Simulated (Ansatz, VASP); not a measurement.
**LaH3 in VASP and in Ansatz**

```
CELL_PARAMETERS angstrom
0.00000 2.78648 2.78648
2.78648 0.00000 2.78648
2.78648 2.78648 0.00000
ATOMIC_POSITIONS crystal
La 0.00000 0.00000 0.00000
H 0.50000 0.50000 0.50000
H 0.75000 0.75000 0.75000
H 0.25000 0.25000 0.25000
```

Alike in both runs: task relaxation of cell and atoms; functional LDA; k mesh 12 × 12 × 12; occupations fermi-dirac, width 0.05 eV; no spin polarisation.

|  | VASP | Ansatz |
| --- | --- | --- |
| version | VASP 6.6.1 | Ansatz 0.2.0 |
| potentials or method | VASP PAW LDA potentials, release 64 (La, H) | PAW with Ansatz's default frozen-core files, scalar-relativistic |
| plane-wave cutoff (eV) | 600 | 420 |
| valence electrons in the cell | 14 | 14 |

```csv
,VASP,Ansatz,Ansatz less VASP
relaxed volume (Å³/atom),10.20,10.21,+0.007
relaxed length of the cell vector where the two differ most in proportion (Å),3.865,3.866,+0.0008
```

LDA's correlation is that of Perdew and Zunger in VASP and of Perdew and Wang (1992) in Ansatz.

Neither program's run includes spin-orbit coupling.
